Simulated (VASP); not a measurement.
I:

```
CELL_PARAMETERS angstrom
3.63503 -2.39502 0.00000
3.63503 2.39502 0.00000
0.00000 0.00000 9.79344
ATOMIC_POSITIONS crystal
I 0.64930 0.35070 0.38440
I 0.14930 0.85070 0.11560
I 0.35070 0.64930 0.61560
I 0.85070 0.14930 0.88440
```

Base run:

```yaml
Program: VASP 6.6.1
Functional: HF
Potentials_or_basis: VASP PAW PBE potentials, release 64 (I)
Cutoff: 520 eV
k_mesh: 4 × 4 × 2
Occupations: fermi-dirac, width 0.05 eV
Spin: no spin polarisation
```

Its results: band gap on the k mesh 8.23 eV (least direct gap 8.66 eV); pressure 2.9 GPa; largest force 0.709 eV/Å.

Q: The run is repeated on the same cell with these changes: functional from HF to r2SCAN-based global hybrid with 50 % exact exchange; share of exact exchange from 1 to 0.5. What comes out?

A: Band gap on the k mesh 4.55 eV (least direct gap 4.85 eV); pressure -0.3 GPa; largest force 0.337 eV/Å.

Caveats: the PAW data sets were made with another functional, which shifts forces and pressure a little; spin-orbit coupling is left out, which moves the levels of the heavy elements.

A k mesh can miss the band edges.
